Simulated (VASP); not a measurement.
# Hg (P6_3/mmc) in VASP: a series of runs

Hg is run at these levels: PBEsol; tasks: single point, relaxation of cell and atoms.

All numbers are computed with VASP 6.6.1; they aren't measurements. Logs are shortened: lines on timing, memory, paths and dates and some standing lists are left out, and cuts for length are marked.

### Step 1. The cell of the first run

Symmetry: P6_3/mmc, No. 194, hexagonal system. Conventional cell: a = 3.190 Å, b = 3.190 Å, c = 10.658 Å, α = 90.00°, β = 90.00°, γ = 120.00°. Hg (site symmetry -3m) has 12 Hg at 3.19 to 3.24 Å within 4.2 Å. Hg (site symmetry -6m2) has 12 Hg at 3.19 to 3.24 Å within 4.2 Å.

### Step 2. Single point, PBEsol

Input file INCAR:

```
SYSTEM = Hg
PREC = Accurate
ENCUT = 520
EDIFF = 1E-6
ISMEAR = -1
SIGMA = 0.1
LREAL = .FALSE.
LASPH = .TRUE.
NELM = 60
ALGO = Normal
ISIF = 2
LWAVE = .FALSE.
LCHARG = .TRUE.
GGA = PS
LELF = .TRUE.
LVHAR = .TRUE.
NBANDS = 32
```

Input file KPOINTS:

```
regular mesh
0
G
  15 15 4
  0 0 0
```

Input file POSCAR:

```
Hg
1.0
    3.1896763061      0.0000000000      0.0000000000
   -1.5948381531      2.7623407110      0.0000000000
    0.0000000000      0.0000000000     10.6582539711
Hg
4
Direct
    0.0000000000      1.0000000000      1.0000000000
    0.0000000000      1.0000000000      0.5000000000
    0.3333333333      0.6666666667      0.2500000000
    0.6666666667      0.3333333333      0.7500000000
```

Potentials or basis: VASP PAW PBE potentials, release 64 (Hg).

The run is started by

```console
cat potpaw_PBE.64/Hg/POTCAR > POTCAR
mpirun -np 1 vasp_std > vasp.out
```

OUTCAR:

```text
SYSTEM = Hg
   PREC = Accurate
   ENCUT = 520
   EDIFF = 1E-6
   ISMEAR = -1
   LREAL = .FALSE.
   LASPH = .TRUE.
   NELM = 60
   ISIF = 2
   GGA = PS

 ion  position               nearest neighbor table
   1  0.000  0.000  0.000-   3 3.24   4 3.24   4 3.24   3 3.24   4 3.24   3 3.24
   2  0.000  0.000  0.500-   3 3.24   4 3.24   4 3.24   3 3.24   4 3.24   3 3.24
   3  0.333  0.667  0.250-   1 3.24   2 3.24   1 3.24   2 3.24   1 3.24   2 3.24
   4  0.667  0.333  0.750-   1 3.24   2 3.24   1 3.24   2 3.24   1 3.24   2 3.24

  LATTYP: Found a hexagonal cell.
 ALAT       =     3.1896763061
 C/A-ratio  =     3.3414845107

  Lattice vectors:

 A1 = (   3.1896763061,   0.0000000000,   0.0000000000)
 A2 = (  -1.5948381531,   2.7623407110,   0.0000000000)
 A3 = (   0.0000000000,   0.0000000000,  10.6582539711)

Analysis of symmetry for initial positions (statically):
=====================================================================
 Subroutine PRICEL returns:
 Original cell was already a primitive cell.

 Routine SETGRP: Setting up the symmetry group for a
 hexagonal supercell.

 Subroutine GETGRP returns: Found 24 space group operations
 (whereof 12 operations were pure point group operations)
 out of a pool of 24 trial point group operations.

The static configuration has the point symmetry D_3d.
 The point group associated with its full space group is D_6h.

Analysis of symmetry for dynamics (positions and initial velocities):
=====================================================================
 Subroutine PRICEL returns:
 Original cell was already a primitive cell.

 Routine SETGRP: Setting up the symmetry group for a
 hexagonal supercell.

 Subroutine GETGRP returns: Found 24 space group operations
 (whereof 12 operations were pure point group operations)
 out of a pool of 24 trial point group operations.

The dynamic configuration has the point symmetry D_3d.
 The point group associated with its full space group is D_6h.

 Subroutine INISYM returns: Found 24 space group operations
 (whereof 12 operations are pure point group operations),
 and found     1 'primitive' translations

----------------------------------------------------------------------------------------

                                     Primitive cell

  volume of cell :      93.9096

  direct lattice vectors                    reciprocal lattice vectors
     3.189676306  0.000000000  0.000000000     0.313511436  0.181005912  0.000000000
    -1.594838153  2.762340711  0.000000000     0.000000000  0.362011824  0.000000000
     0.000000000  0.000000000 10.658253971     0.000000000  0.000000000  0.093823998

  length of vectors
     3.189676306  3.189676306 10.658253971     0.362011824  0.362011824  0.093823998

  position of ions in fractional coordinates (direct lattice)
     0.000000000  0.000000000  0.000000000
     0.000000000  0.000000000  0.500000000
     0.333333333  0.666666667  0.250000000
     0.666666667  0.333333333  0.750000000

  ion indices of the primitive-cell ions
   primitive index   ion index
                 1           1
                 2           2
                 3           3
                 4           4

----------------------------------------------------------------------------------------

 KPOINTS: regular mesh

Automatic generation of k-mesh.
 Grid dimensions read from file:
 generate k-points for:   15   15    4

 Generating k-lattice:

  Cartesian coordinates                     Fractional coordinates (reciprocal lattice)
     0.020900762  0.012067061  0.000000000     0.066666667  0.000000000  0.000000000
     0.000000000  0.024134122  0.000000000     0.000000000  0.066666667  0.000000000
     0.000000000  0.000000000  0.023456000     0.000000000  0.000000000  0.250000000

  Length of vectors
     0.024134122  0.024134122  0.023456000

  Shift w.r.t. Gamma in fractional coordinates (k-lattice)
     0.000000000  0.000000000  0.000000000

 Subroutine IBZKPT returns following result:
 ===========================================

 Found     81 irreducible k-points:

 Following reciprocal coordinates:
            Coordinates               Weight
  0.000000  0.000000  0.000000      1.000000
  0.066667  0.000000  0.000000      6.000000
  0.133333  0.000000  0.000000      6.000000
  0.200000  0.000000  0.000000      6.000000
  0.266667  0.000000  0.000000      6.000000
  0.333333 -0.000000  0.000000      6.000000
[... 16 lines left out ...]
  0.333333  0.200000  0.000000     12.000000
  0.400000  0.200000  0.000000      6.000000
 [... further k-points ...]
   k-points           NKPTS =     81   k-points in BZ     NKDIM =     81   number of bands    NBANDS=     32
   number of dos      NEDOS =    301   number of ions     NIONS =      4
   total plane-waves  NPLWV =  46080
   dimension x,y,z NGX =    24 NGY =   24 NGZ =   80
   dimension x,y,z NGXF=    48 NGYF=   48 NGZF=  160
   ions per type =               4
   NGX,Y,Z   is equivalent  to a cutoff of  12.51, 12.51, 12.48 a.u.
   NGXF,Y,Z  is equivalent  to a cutoff of  25.02, 25.02, 24.96 a.u.
 SYSTEM =  Hg
   PREC   = accura    normal or accurate (medium, high low for compatibility)
   ISTART =      0    job   : 0-new  1-cont  2-samecut
   ICHARG =      2    charge: 1-file 2-atom 10-const
   ISPIN  =      1    spin polarized calculation?
   LNONCOLLINEAR =      F non collinear calculations
   LSORBIT =      F    spin-orbit coupling
   LASPH  =      T    aspherical Exc in radial PAW
   ENCUT  =  520.0 eV  38.22 Ry    6.18 a.u.   5.93  5.93 19.82*2*pi/ulx,y,z
   NELM   =     60;   NELMIN=  2; NELMDL= -5     # of ELM steps
   EDIFF  = 0.1E-05   stopping-criterion for ELM
   LREAL  =      F    real-space projection
   EDIFFG = 0.1E-04   stopping-criterion for IOM
   NSW    =      0    number of steps for IOM
   IBRION =     -1    ionic relax: 0-MD 1-quasi-New 2-CG
   NFREE  =      0    steps in history (QN), initial steepest desc. (CG)
   ISIF   =      2    stress and relaxation
   ISYM   =      2    0-nonsym 1-usesym 2-fastsym
   POTIM  = 0.5000    time-step for ionic-motion
   TEBEG  =    0.0;   TEEND  =   0.0 temperature during run
   PSTRESS=    0.0 pullay stress
   NELECT =      48.0000    total number of electrons
   NUPDOWN=      -1.0000    fix difference up-down
   EMIN   =  10.00;   EMAX   =-10.00  energy-range for DOS
   EFERMI =   0.00;   METHOD = LEGACY
   ISMEAR =    -1;   SIGMA  =   0.10  broadening in eV -4-tet -1-fermi 0-gaus
   EFERMI_NEDOS =   21; number of points for ismear=-14 and -15
   IALGO  =     38    algorithm
   IMIX   =      4    mixing-type and parameters
     AMIX     =   0.40;   BMIX     =  1.00
     AMIX_MAG =   1.60;   BMIX_MAG =  1.00
  volume/ion in A,a.u.               =      23.48       158.43
  Fermi-wavevector in a.u.,A,eV,Ry     =   1.308937  2.473531 23.311065  1.713315
  Thomas-Fermi vector in A             =   2.439570
   LORBIT       =      0    0 simple, 1 ext, 2 COOP (PROOUT), +10 PAW based schemes
   GGA     = PS    functional components
   LHFCALC =     F    Hartree Fock is set to
   AEXX    =    0.0000 exact exchange contribution
   IVDW    =     0    specifies the selected vdW correction
   LEPSILON=     F    determine dielectric tensor
   LRPA    =     F    only Hartree local field effects (RPA)
 non-spin polarized calculation
  energy-cutoff  :      520.00
  volume of cell :       93.91
 maximum number of plane-waves:      2554
 NGX is ok and might be reduce to    24
   NGX = 11   NGY = 11   NGZ = 39

 number of electron      48.0000015 magnetization

 Free energy of the ion-electron system (eV)
  ---------------------------------------------------
  ext. energy  EPLUGINS =         0.00000000
  ---------------------------------------------------
  free energy    TOTEN  =        -2.19387859 eV

  energy without entropy =       -2.14863904  energy(sigma->0) =       -2.17125882

 E-fermi :   2.4396     XC(G=0): -11.0807

 val. band max:        2.4049759492   @ k =   0.3333   0.3333   0.0000
 cond. band min:       2.4549877129   @ k =   0.4667   0.0667   0.2500
 fundamental gap:      0.0500117638
 Fermi energy:         2.4396485973

 k-point     1 :       0.0000    0.0000    0.0000
  band No.  band energies     occupation
      1      -6.5493      2.00000
      2      -5.5090      2.00000
      3      -5.4952      2.00000
      4      -5.4606      2.00000
      5      -4.4638      2.00000
      6      -4.3930      2.00000
[... 24 lines left out ...]
     31      15.8704      0.00000
     32      16.4274      0.00000

 k-point     2 :       0.0667    0.0000    0.0000
  band No.  band energies     occupation
      1      -6.4451      2.00000
      2      -5.4183      2.00000
      3      -5.4040      2.00000
      4      -5.3982      2.00000
      5      -4.4564      2.00000
      6      -4.4205      2.00000
[... 24 lines left out ...]
     31      15.3263      0.00000
     32      15.5682      0.00000

 k-point     3 :       0.1333    0.0000    0.0000
  band No.  band energies     occupation
      1      -6.1452      2.00000
      2      -5.2401      2.00000
      3      -5.1736      2.00000
      4      -5.1627      2.00000
      5      -4.5255      2.00000
      6      -4.4563      2.00000
[... 24 lines left out ...]
     31      13.7751      0.00000
     32      15.3875      0.00000

 k-point     4 :       0.2000    0.0000    0.0000
  band No.  band energies     occupation
      1      -5.7094      2.00000
      2      -5.0957      2.00000
      3      -4.9448      2.00000
      4      -4.9153      2.00000
      5      -4.6742      2.00000
      6      -4.5975      2.00000
[... 654 lines left out ...]
     31       8.5670      0.00000
     32      10.1984      0.00000

 k-point    23 :       0.3333    0.2000    0.0000
  band No.  band energies     occupation
      1      -5.0740      2.00000
      2      -5.0629      2.00000
      3      -4.9102      2.00000
      4      -4.7449      2.00000
      5      -4.6639      2.00000
      6      -4.6168      2.00000
[... 24 lines left out ...]
     31       8.0553      0.00000
     32       8.5883      0.00000

 k-point    24 :       0.4000    0.2000    0.0000
  band No.  band energies     occupation
      1      -5.1013      2.00000
      2      -5.0767      2.00000
      3      -4.9318      2.00000
      4      -4.6969      2.00000
      5      -4.6667      2.00000
      6      -4.6412      2.00000
[... 24 lines left out ...]
     31       7.8301      0.00000
     32       7.9665      0.00000

 [... further k-points ...]

------------------------ aborting loop because EDIFF is reached ----------------------------------------

  FORCE on cell =-STRESS in cart. coord.  units (eV):
  Direction    XX          YY          ZZ          XY          YZ          ZX
  --------------------------------------------------------------------------------------
  -------------------------------------------------------------------------------------
  Total        0.3977254      0.3977254     -0.0184613     -0.0000000      0.0000000      0.0000000
  in kB        6.7855331      6.7855331     -0.3149650     -0.0000000      0.0000000      0.0000000
  external PRESSURE =       4.4187004 kB  Pullay stress =       0.0000000 kB

 VOLUME and BASIS-vectors are now :
 -----------------------------------------------------------------------------
  energy-cutoff  :      520.00
  volume of cell :       93.91
      direct lattice vectors                 reciprocal lattice vectors
     3.189676306  0.000000000  0.000000000     0.313511436  0.181005912  0.000000000
    -1.594838153  2.762340711  0.000000000     0.000000000  0.362011824  0.000000000
     0.000000000  0.000000000 10.658253971     0.000000000  0.000000000  0.093823998

 POSITION                                       TOTAL-FORCE (eV/Angst)
 -----------------------------------------------------------------------------------
      0.00000      0.00000      0.00000        -0.000000      0.000000      0.000000
      0.00000      0.00000      5.32913        -0.000000      0.000000      0.000000
     -0.00000      1.84156      2.66456        -0.000000      0.000000      0.000000
      1.59484      0.92078      7.99369         0.000000     -0.000000      0.000000
 -----------------------------------------------------------------------------------
    total drift:                               -0.000000      0.000000     -0.000000

  FREE ENERGIE OF THE ION-ELECTRON SYSTEM (eV)
  ---------------------------------------------------
  free  energy   TOTEN  =        -2.1938785942 eV

  energy  without entropy=       -2.1486390445  energy(sigma->0) =       -2.17125882
```

Wall time 70 s (1 thread of Intel Xeon Platinum 8559C (Emerald Rapids), shared host); peak memory 0.31 GiB.

What came out:

```yaml
Free_energy: -2.1939 eV
Pressure: 0.4 GPa
Band_gap_on_the_k_mesh: zero (bands 24 and 25 overlap by 1.88 eV)
```

Caveat: the PAW data sets were made with another functional, which shifts forces and pressure a little; spin-orbit coupling is left out, which moves the levels of the heavy elements.

### Step 3. Relaxation of cell and atoms, PBEsol

This run uses another cell than the first one, of 23.07 Å³/atom.

Input file INCAR:

```
SYSTEM = Hg
ALGO = Normal ; EDIFF = 1E-7
EDIFFG = -0.01 ; ENCUT = 600
GGA = PS ; IBRION = 2
ISIF = 3 ; ISMEAR = -1
LASPH = .TRUE. ; LCHARG = .FALSE.
LREAL = .FALSE. ; LWAVE = .FALSE.
NELM = 60 ; NSW = 80
PREC = Accurate ; SIGMA = 0.1
```

Input file KPOINTS:

```
k-points
0
G
  11 11 3
  0 0 0
```

Input file POSCAR:

```
Hg
1.0
    3.1954827370      0.0000000000      0.0000000000
   -1.5977413685      2.7673692276      0.0000000000
    0.0000000000      0.0000000000     10.4364466190
Hg
4
Direct
    0.0000000000      0.0000000000      0.0000000000
    0.0000000000      0.0000000000      0.5000000000
    0.3333333333      0.6666666667      0.2500000000
    0.6666666667      0.3333333333      0.7500000000
```

Potentials or basis: VASP PAW PBE potentials, release 64 (Hg).

The run is started by

```console
cat potpaw_PBE.64/Hg/POTCAR > POTCAR
mpirun -np 1 vasp_std > vasp.out
```

It took 3.2 min on 1 thread of Intel Xeon Platinum 8559C (Emerald Rapids), shared host; peak memory 0.27 GiB.

The run converged. Its results:

| Item | Value |
| --- | --- |
| Free energy | -2.2124 eV |
| Relaxed volume | 23.74 Å³/atom |
| Relaxed cell | a = 3.209 Å, b = 3.209 Å, c = 10.646 Å, α = 90.00°, β = 90.00°, γ = 120.00° |
| Space group after relaxing (to 0.1 Å) | P6_3/mmc (No. 194) |
| Energy gained by relaxing | 2.9 meV/atom |
| Ionic steps | 6 |
| Pressure after relaxing | 0.0 GPa |
| Band gap on the k mesh | zero (bands 24 and 25 overlap by 1.72 eV) |

Stress tensor (GPa, compression positive):
```
-0.05  0.00  0.00
 0.00 -0.05  0.00
 0.00  0.00  0.07
```

The path:
```
step  energy change (eV)  largest force (eV/Å)  pressure (GPa)  volume (Å³)
   1              0.0000                0.0000            1.22        92.29
   2             -0.0105                0.0000            0.04        94.65
   3             -0.0106                0.0000            0.08        94.79
   4             -0.0107                0.0000           -0.04        95.07
   5             -0.0111                0.0000           -0.03        95.04
   6             -0.0118                0.0000           -0.01        94.94
```

Final structure:
```
Hg
1.0
     3.20891    0.00000    0.00000
    -1.60446    2.77900    0.00000
     0.00000    0.00000   10.64647
Hg
4
Direct
  0.00000 0.00000 0.00000
  0.00000 0.00000 0.50000
  0.33333 0.66667 0.25000
  0.66667 0.33333 0.75000
```

Levels at points of the mesh, in eV from the Fermi level:
```tsv
k point	band 22	band 23	band 24	band 25	band 26	band 27
(0.00, 0.00, 0.00)	-5.62	-5.62	-1.59	-1.51	6.44	6.44
```

Caveat: the PAW data sets were made with another functional, which shifts forces and pressure a little; spin-orbit coupling is left out, which moves the levels of the heavy elements.
